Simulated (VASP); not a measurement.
Wanted: the native input for a VASP 6.6.1 run.

```
Task                   : single point
Functional             : r2SCAN
Potentials or basis    : VASP PAW PBE potentials, release 64 (Pt)
Cutoff                 : 520 eV
k mesh                 : 15 × 15 × 8
Occupations            : fermi-dirac, width 0.05 eV
Spin                   : collinear spin
Starting moments       : [1.0, 1.0] μB
Dipole correction      : no
Further INCAR settings : ALGO = Normal; EDIFF = 1e-06; NBANDS = 21
```

Pt:

```xyz
2
Lattice="2.6964 0.0000 0.0000 -1.3482 2.3351 0.0000 0.0000 0.0000 4.6990" Properties=species:S:1:pos:R:3 pbc="T T T"
Pt    0.0000    1.5568    1.1748
Pt    1.3482    0.7784    3.5243
```

This isn't the form of Pt at room conditions, which is fcc.

These files were run (other wordings do the same):

POSCAR

```
Pt
1.0
    2.6963929154      0.0000000000      0.0000000000
   -1.3481964577      2.3351447633      0.0000000000
    0.0000000000      0.0000000000      4.6990434593
Pt
2
Direct
    0.3333333333      0.6666666667      0.2500000000
    0.6666666667      0.3333333333      0.7500000000
```

INCAR.step1

```
SYSTEM = Pt
ALGO     = Normal         ! electronic algorithm
EDIFF    = 1E-4           ! SCF threshold, eV
ENCUT    = 520            ! plane-wave cutoff, eV
GGA      = PE             ! functional
ISMEAR   = -1             ! smearing method
ISPIN    = 2              ! spin polarisation
LASPH    = .TRUE.         ! aspherical terms in the spheres
LCHARG   = .FALSE.        ! write CHGCAR
LMAXMIX  = 4              ! l up to which the mixer works
LREAL    = .FALSE.        ! projectors in reciprocal space
LWAVE    = .TRUE.         ! write WAVECAR
MAGMOM   = 1 1            ! initial moments
NBANDS   = 21             ! bands
NELM     = 150            ! most SCF steps
PREC     = Accurate       ! precision mode
SIGMA    = 0.05           ! smearing width, eV
```

INCAR.step2

```
SYSTEM = Pt
ALGO     = Normal         ! electronic algorithm
EDIFF    = 1E-6           ! SCF threshold, eV
ENCUT    = 520            ! plane-wave cutoff, eV
ISIF     = 2              ! what is computed and relaxed
ISMEAR   = -1             ! smearing method
ISPIN    = 2              ! spin polarisation
ISTART   = 1            
LASPH    = .TRUE.         ! aspherical terms in the spheres
LCHARG   = .FALSE.        ! write CHGCAR
LMAXMIX  = 4              ! l up to which the mixer works
LMIXTAU  = .TRUE.       
LORBIT   = 11             ! projections on sites
LREAL    = .FALSE.        ! projectors in reciprocal space
LWAVE    = .FALSE.        ! write WAVECAR
MAGMOM   = 1 1            ! initial moments
METAGGA  = R2SCAN         ! meta-GGA
NBANDS   = 21             ! bands
NELM     = 150            ! most SCF steps
PREC     = Accurate       ! precision mode
SIGMA    = 0.05           ! smearing width, eV
```

KPOINTS

```
k-points
0
G
  15 15 8
  0 0 0
```

Potentials or basis: VASP PAW PBE potentials, release 64 (Pt).

Command:

```console
$ cat potpaw_PBE.64/Pt/POTCAR > POTCAR
$ cp INCAR.step1 INCAR
$ mpirun -np 1 vasp_std > vasp.out
$ cp INCAR.step2 INCAR
$ mpirun -np 1 vasp_std > vasp.out
```

It gave:

- Pressure: 13.2 GPa
- Band gap on the k mesh: zero (filled and empty bands overlap)
- Net moment: 0.00 μB per cell
- Valence electrons inside the program's atomic spheres: Pt 9.36

Caveat: the cell stands under pressure; the PAW data sets were made with another functional, which shifts forces and pressure a little; spin-orbit coupling is left out, which moves the levels of the heavy elements.

Run time: 4.7 min on 1 thread of Intel(R) Xeon(R) Platinum 8488C (Sapphire Rapids), with other jobs on the host, peak memory 0.24 GiB.
